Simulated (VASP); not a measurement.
Runs of VASP 6.6.1 on Re. The structure is that of space group Fm-3m (No. 225), or close to it. The cells are those of the table. This isn't the form of Re at room conditions, which is hcp.

```tsv
task	cell	gap on the mesh (eV)	pressure (GPa)
relaxation of cell and atoms	relaxed to 45 GPa from a = 2.751 Å, angles 60.0°, 1 atom	none	45.0
relaxation of cell and atoms	relaxed from a = 2.751 Å, angles 60.0°, 1 atom	none	0.0
single point	a = 2.699 Å, angles 60.0°, 1 atom	none	17.1
relaxation of cell and atoms	relaxed to 15 GPa from a = 2.751 Å, angles 60.0°, 1 atom	none	15.0
single point	a = 2.649 Å, angles 60.0°, 1 atom	none	48.2
relaxation of cell and atoms	relaxed to 30 GPa from a = 2.751 Å, angles 60.0°, 1 atom	none	30.1
single point	a = 2.730 Å, angles 60.0°, 1 atom	none	1.7
single point	a = 2.672 Å, angles 60.0°, 1 atom	none	(a)
```

Alike in all rows: level LDA; potentials or basis VASP PAW LDA potentials, release 64 (Re); no spin polarisation; k mesh 10 × 10 × 10; cutoff (eV) 600; smearing gaussian 0.05 eV.

Problem. Fill in the values left out.

Solution. (a) 32.7.

Caveats: spin-orbit coupling is left out, which moves the levels of the heavy elements; the cell is relaxed towards a set pressure, so the run minimises the enthalpy, not the energy (at least some runs); the cell stands under pressure (at least some runs).

A k mesh can miss the band edges, and the runs leave out spin-orbit coupling on Re.

A gap of «none» marks levels without a gap at the run's occupations.
